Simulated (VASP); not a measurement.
# Mo (Im-3m) in VASP: single point with PBE

Aim: the single point of Mo with PBE.

All numbers are computed with VASP 6.6.1; they aren't measurements. Logs are shortened: lines on timing, memory, paths and dates and some standing lists are left out, and cuts for length are marked.

**1. The cell of the first run**

It takes space group Im-3m (No. 229, cubic). The conventional cell has a = 3.147 Å, b = 3.147 Å, c = 3.147 Å, α = 90.00°, β = 90.00°, γ = 90.00°. Mo (site symmetry m-3m) has 14 Mo at 2.73 to 3.15 Å within 3.6 Å.

**2. Single point, PBE**

The input, INCAR:

```
PREC = Accurate
ENCUT = 520
EDIFF = 1E-6
ISMEAR = 1
SIGMA = 0.1
LREAL = F
LASPH = T
NELM = 60
ALGO = Normal
ISIF = 2
LWAVE = F
LCHARG = T
GGA = PE
LELF = T
LVHAR = T
NBANDS = 13
```

The input, KPOINTS:

```
regular mesh
0
Gamma
  12 12 12
```

The input, POSCAR:

```
Mo
1.0
   -1.5734150000      1.5734150000      1.5734150000
    1.5734150000     -1.5734150000      1.5734150000
    1.5734150000      1.5734150000     -1.5734150000
Mo
1
Direct
    0.0000000000      0.0000000000      0.0000000000
```

Potentials or basis: VASP PAW PBE potentials, release 64 (Mo_sv).

On the command line:

```sh
$ cat potpaw_PBE.64/Mo_sv/POTCAR > POTCAR
$ mpirun -np 1 vasp_std > vasp.out
```

OUTCAR:

```text
PREC = Accurate
   ENCUT = 520
   EDIFF = 1E-6
   ISMEAR = 1
   LREAL = F
   LASPH = T
   NELM = 60
   ISIF = 2
   GGA = PE

 ion  position               nearest neighbor table
   1  0.000  0.000  0.000-

  LATTYP: Found a body centered cubic cell.
 ALAT       =     3.1468300000

  Lattice vectors:

 A1 = (  -1.5734150000,   1.5734150000,   1.5734150000)
 A2 = (   1.5734150000,  -1.5734150000,   1.5734150000)
 A3 = (   1.5734150000,   1.5734150000,  -1.5734150000)

Analysis of symmetry for initial positions (statically):
=====================================================================
 Subroutine PRICEL returns:
 Original cell was already a primitive cell.

 Routine SETGRP: Setting up the symmetry group for a
 body centered cubic supercell.

 Subroutine GETGRP returns: Found 48 space group operations
 (whereof 48 operations were pure point group operations)
 out of a pool of 48 trial point group operations.

The static configuration has the point symmetry O_h .

Analysis of symmetry for dynamics (positions and initial velocities):
=====================================================================
 Subroutine PRICEL returns:
 Original cell was already a primitive cell.

 Routine SETGRP: Setting up the symmetry group for a
 body centered cubic supercell.

 Subroutine GETGRP returns: Found 48 space group operations
 (whereof 48 operations were pure point group operations)
 out of a pool of 48 trial point group operations.

The dynamic configuration has the point symmetry O_h .

 Subroutine INISYM returns: Found 48 space group operations
 (whereof 48 operations are pure point group operations),
 and found     1 'primitive' translations

----------------------------------------------------------------------------------------

                                     Primitive cell

  volume of cell :      15.5808

  direct lattice vectors                    reciprocal lattice vectors
    -1.573415000  1.573415000  1.573415000     0.000000000  0.317780115  0.317780115
     1.573415000 -1.573415000  1.573415000     0.317780115  0.000000000  0.317780115
     1.573415000  1.573415000 -1.573415000     0.317780115  0.317780115  0.000000000

  length of vectors
     2.725234721  2.725234721  2.725234721     0.449408949  0.449408949  0.449408949

  position of ions in fractional coordinates (direct lattice)
     0.000000000  0.000000000  0.000000000

  ion indices of the primitive-cell ions
   primitive index   ion index
                 1           1

----------------------------------------------------------------------------------------

 KPOINTS: regular mesh

Automatic generation of k-mesh.
 Grid dimensions read from file:
 generate k-points for:   12   12   12

 Generating k-lattice:

  Cartesian coordinates                     Fractional coordinates (reciprocal lattice)
     0.000000000  0.026481676  0.026481676     0.083333333  0.000000000  0.000000000
     0.026481676  0.000000000  0.026481676     0.000000000  0.083333333  0.000000000
     0.026481676  0.026481676  0.000000000     0.000000000  0.000000000  0.083333333

  Length of vectors
     0.037450746  0.037450746  0.037450746

  Shift w.r.t. Gamma in fractional coordinates (k-lattice)
     0.000000000  0.000000000  0.000000000

 Subroutine IBZKPT returns following result:
 ===========================================

 Found     72 irreducible k-points:

 Following reciprocal coordinates:
            Coordinates               Weight
  0.000000  0.000000  0.000000      1.000000
  0.083333  0.000000  0.000000     12.000000
  0.166667  0.000000  0.000000     12.000000
  0.250000  0.000000  0.000000     12.000000
  0.333333  0.000000  0.000000     12.000000
  0.416667  0.000000  0.000000     12.000000
[... 16 lines left out ...]
  0.333333  0.083333  0.083333     24.000000
  0.416667  0.083333  0.083333     12.000000
 [... further k-points ...]
   k-points           NKPTS =     72   k-points in BZ     NKDIM =     72   number of bands    NBANDS=     13
   number of dos      NEDOS =    301   number of ions     NIONS =      1
   total plane-waves  NPLWV =   8000
   dimension x,y,z NGX =    20 NGY =   20 NGZ =   20
   dimension x,y,z NGXF=    40 NGYF=   40 NGZF=   40
   ions per type =               1
   NGX,Y,Z   is equivalent  to a cutoff of  12.20, 12.20, 12.20 a.u.
   NGXF,Y,Z  is equivalent  to a cutoff of  24.40, 24.40, 24.40 a.u.
 SYSTEM =  unknown system
   PREC   = accura    normal or accurate (medium, high low for compatibility)
   ISTART =      0    job   : 0-new  1-cont  2-samecut
   ICHARG =      2    charge: 1-file 2-atom 10-const
   ISPIN  =      1    spin polarized calculation?
   LNONCOLLINEAR =      F non collinear calculations
   LSORBIT =      F    spin-orbit coupling
   LASPH  =      T    aspherical Exc in radial PAW
   ENCUT  =  520.0 eV  38.22 Ry    6.18 a.u.   5.07  5.07  5.07*2*pi/ulx,y,z
   NELM   =     60;   NELMIN=  2; NELMDL= -5     # of ELM steps
   EDIFF  = 0.1E-05   stopping-criterion for ELM
   LREAL  =      F    real-space projection
   EDIFFG = 0.1E-04   stopping-criterion for IOM
   NSW    =      0    number of steps for IOM
   IBRION =     -1    ionic relax: 0-MD 1-quasi-New 2-CG
   NFREE  =      0    steps in history (QN), initial steepest desc. (CG)
   ISIF   =      2    stress and relaxation
   ISYM   =      2    0-nonsym 1-usesym 2-fastsym
   POTIM  = 0.5000    time-step for ionic-motion
   TEBEG  =    0.0;   TEEND  =   0.0 temperature during run
   PSTRESS=    0.0 pullay stress
   NELECT =      14.0000    total number of electrons
   NUPDOWN=      -1.0000    fix difference up-down
   EMIN   =  10.00;   EMAX   =-10.00  energy-range for DOS
   EFERMI =   0.00;   METHOD = LEGACY
   ISMEAR =     1;   SIGMA  =   0.10  broadening in eV -4-tet -1-fermi 0-gaus
   EFERMI_NEDOS =   21; number of points for ismear=-14 and -15
   IALGO  =     38    algorithm
   IMIX   =      4    mixing-type and parameters
     AMIX     =   0.40;   BMIX     =  1.00
     AMIX_MAG =   1.60;   BMIX_MAG =  1.00
  volume/ion in A,a.u.               =      15.58       105.14
  Fermi-wavevector in a.u.,A,eV,Ry     =   1.579747  2.985289 33.954710  2.495601
  Thomas-Fermi vector in A             =   2.680079
   LORBIT       =      0    0 simple, 1 ext, 2 COOP (PROOUT), +10 PAW based schemes
   GGA     = PE    functional components
   LHFCALC =     F    Hartree Fock is set to
   AEXX    =    0.0000 exact exchange contribution
   IVDW    =     0    specifies the selected vdW correction
   LEPSILON=     F    determine dielectric tensor
   LRPA    =     F    only Hartree local field effects (RPA)
 non-spin polarized calculation
 Methfessel and Paxton  Order N= 1 SIGMA  =   0.10
  energy-cutoff  :      520.00
  volume of cell :       15.58
 maximum number of plane-waves:       430
   NGX = 11   NGY = 11   NGZ = 11

 number of electron      14.0000001 magnetization

 Free energy of the ion-electron system (eV)
  ---------------------------------------------------
  ext. energy  EPLUGINS =         0.00000000
  ---------------------------------------------------
  free energy    TOTEN  =       -10.94743126 eV

  energy without entropy =      -10.94707736  energy(sigma->0) =      -10.94731329

 E-fermi :  12.5975     XC(G=0): -13.4087

 val. band max:       12.5389115516   @ k =  -0.1667   0.2500   0.0833
 cond. band min:      12.6075018997   @ k =   0.5000   0.5000   0.0833
 fundamental gap:      0.0685903480
 Fermi energy:        12.5975473837

 k-point     1 :       0.0000    0.0000    0.0000
  band No.  band energies     occupation
      1     -48.6346      2.00000
      2     -21.8932      2.00000
      3     -21.8932      2.00000
      4     -21.8932      2.00000
      5       5.3995      2.00000
      6      11.2767      2.00000
      7      11.2767      2.00000
      8      11.2767      2.00000
      9      14.3141     -0.00000
     10      14.3141     -0.00000
     11      27.4833      0.00000
     12      27.4833      0.00000
     13      27.4833      0.00000

 k-point     2 :       0.0833    0.0000    0.0000
  band No.  band energies     occupation
      1     -48.6170      2.00000
      2     -21.9945      2.00000
      3     -21.9244      2.00000
      4     -21.8939      2.00000
      5       5.7048      2.00000
      6      11.1053      2.00000
      7      11.2443      2.00000
      8      11.5655      2.00000
      9      14.0744     -0.00000
     10      14.3195     -0.00000
     11      27.7042      0.00000
     12      28.0004      0.00000
     13      28.0692      0.00000

 k-point     3 :       0.1667    0.0000    0.0000
  band No.  band energies     occupation
      1     -48.5686      2.00000
      2     -22.2659      2.00000
      3     -22.0090      2.00000
      4     -21.8960      2.00000
      5       6.5094      2.00000
      6      10.6701      2.00000
      7      11.0947      2.00000
      8      12.4044      2.01980
      9      13.7391     -0.00000
     10      14.3592     -0.00000
     11      28.0160      0.00000
     12      29.1212      0.00000
     13      29.4598      0.00000

 k-point     4 :       0.2500    0.0000    0.0000
  band No.  band energies     occupation
      1     -48.5020      2.00000
      2     -22.6249      2.00000
      3     -22.1226      2.00000
      4     -21.8990      2.00000
      5       7.3722      2.00000
      6      10.1382      2.00000
      7      11.0793      2.00000
      8      13.7050     -0.00000
      9      13.7828     -0.00000
     10      14.4752     -0.00000
     11      27.4730      0.00000
     12      28.8695      0.00000
     13      31.6476      0.00000

 k-point     5 :       0.3333    0.0000    0.0000
  band No.  band energies     occupation
      1     -48.4344      2.00000
      2     -22.9718      2.00000
      3     -22.2341      2.00000
      4     -21.9020      2.00000
      5       7.6075      2.00000
      6       9.6619      2.00000
      7      11.9475      2.00000
      8      14.1117     -0.00000
      9      14.6730      0.00000
     10      15.2834      0.00000
     11      26.1644      0.00000
     12      27.0889      0.00000
     13      33.6767      0.00000

 k-point     6 :       0.4167    0.0000    0.0000
  band No.  band energies     occupation
      1     -48.3845      2.00000
      2     -23.2189      2.00000
      3     -22.3145      2.00000
      4     -21.9043      2.00000
      5       7.4144      2.00000
      6       9.3414      2.00000
      7      13.3693     -0.00000
      8      14.4171     -0.00000
      9      14.8826      0.00000
     10      16.7552      0.00000
     11      25.0409      0.00000
     12      25.1925      0.00000
     13      31.0841      0.00000

 k-point     7 :       0.5000    0.0000    0.0000
  band No.  band energies     occupation
      1     -48.3661      2.00000
      2     -23.3080      2.00000
      3     -22.3436      2.00000
      4     -21.9052      2.00000
      5       7.3027      2.00000
      6       9.2292      2.00000
      7      14.2843     -0.00000
      8      14.3442     -0.00000
      9      14.9765      0.00000
     10      17.4131      0.00000
     11      24.3432      0.00000
     12      24.6138      0.00000
     13      30.0453      0.00000
[... 193 lines left out ...]
 k-point    20 :       0.0833    0.0833    0.0833
  band No.  band energies     occupation
      1     -48.5409      2.00000
      2     -22.4405      2.00000
      3     -21.9669      2.00000
      4     -21.9669      2.00000
      5       7.0114      2.00000
      6      10.4968      2.00000
      7      10.4968      2.00000
      8      13.3607     -0.00000
      9      14.0914     -0.00000
     10      14.0914     -0.00000
     11      28.7178      0.00000
     12      29.1347      0.00000
     13      29.1347      0.00000

 k-point    21 :       0.1667    0.0833    0.0833
  band No.  band energies     occupation
      1     -48.4815      2.00000
      2     -22.7264      2.00000
      3     -22.0947      2.00000
      4     -21.9778      2.00000
      5       7.9344      2.00000
      6       9.9804      2.00000
      7      10.2658      2.00000
      8      14.0219     -0.00000
      9      14.4318     -0.00000
     10      14.9316      0.00000
     11      28.0911      0.00000
     12      28.6514      0.00000
     13      30.2646      0.00000

 k-point    22 :       0.2500    0.0833    0.0833
  band No.  band energies     occupation
      1     -48.4215      2.00000
      2     -22.9803      2.00000
      3     -22.2471      2.00000
      4     -21.9888      2.00000
      5       8.2234      2.00000
      6       9.5706      2.00000
      7      10.9616      2.00000
      8      14.2113     -0.00000
      9      14.7142      0.00000
     10      16.7179      0.00000
     11      26.6735      0.00000
     12      26.8602      0.00000
     13      30.6143      0.00000

 k-point    23 :       0.3333    0.0833    0.0833
  band No.  band energies     occupation
      1     -48.3772      2.00000
      2     -23.1537      2.00000
      3     -22.3666      2.00000
      4     -21.9969      2.00000
      5       8.0019      2.00000
      6       9.3125      2.00000
      7      12.2864      2.00010
      8      14.4369     -0.00000
      9      14.9246      0.00000
     10      18.3260      0.00000
     11      24.7332      0.00000
     12      25.5744      0.00000
     13      29.2577      0.00000

 k-point    24 :       0.4167    0.0833    0.0833
  band No.  band energies     occupation
      1     -48.3609      2.00000
      2     -23.2152      2.00000
      3     -22.4114      2.00000
      4     -21.9999      2.00000
      5       7.8831      2.00000
      6       9.2247      2.00000
      7      12.9785     -0.00000
      8      14.5089     -0.00000
      9      15.0073      0.00000
     10      19.0418      0.00000
     11      23.7579      0.00000
     12      25.1684      0.00000
     13      28.7285      0.00000

 [... further k-points ...]
[... 5 lines left out ...]
  --------------------------------------------------------------------------------------
  -------------------------------------------------------------------------------------
  Total        0.3780333      0.3780333      0.3780333      0.0000000     -0.0000000      0.0000000
  in kB       38.8732462     38.8732462     38.8732462      0.0000000     -0.0000000      0.0000000
  external PRESSURE =      38.8732462 kB  Pullay stress =       0.0000000 kB

 VOLUME and BASIS-vectors are now :
 -----------------------------------------------------------------------------
  energy-cutoff  :      520.00
  volume of cell :       15.58
      direct lattice vectors                 reciprocal lattice vectors
    -1.573415000  1.573415000  1.573415000     0.000000000  0.317780115  0.317780115
     1.573415000 -1.573415000  1.573415000     0.317780115  0.000000000  0.317780115
     1.573415000  1.573415000 -1.573415000     0.317780115  0.317780115  0.000000000

 POSITION                                       TOTAL-FORCE (eV/Angst)
 -----------------------------------------------------------------------------------
      0.00000      0.00000      0.00000         0.000000     -0.000000      0.000000
 -----------------------------------------------------------------------------------
    total drift:                                0.000000     -0.000000      0.000000

  FREE ENERGIE OF THE ION-ELECTRON SYSTEM (eV)
  ---------------------------------------------------
  free  energy   TOTEN  =       -10.9474312630 eV

  energy  without entropy=      -10.9470773560  energy(sigma->0) =      -10.94731329
```

Run time: 18 s. Hardware: 1 thread of Intel Xeon 8259CL, shared host; peak memory 0.13 GiB.

Results:

* Free energy: -10.9474 eV
* Pressure: 3.9 GPa
* Band gap on the k mesh: zero (band 7 reaches 16.65 eV, above the bottom of band 8 at 11.28 eV)

Levels at points of the mesh, in eV from the Fermi level:
```
           k point  band 4  band 5  band 6  band 7  band 8  band 9  band 10  band 11
(0.00, 0.00, 0.00)  -34.49   -7.20   -1.32   -1.32   -1.32    1.72     1.72    14.89
(0.50, 0.00, 0.00)  -34.50   -5.29   -3.37    1.69    1.75    2.38     4.82    11.75
(0.50, 0.50, 0.50)  -35.47   -5.42   -5.42    4.05    4.05    4.05     9.14     9.14
```
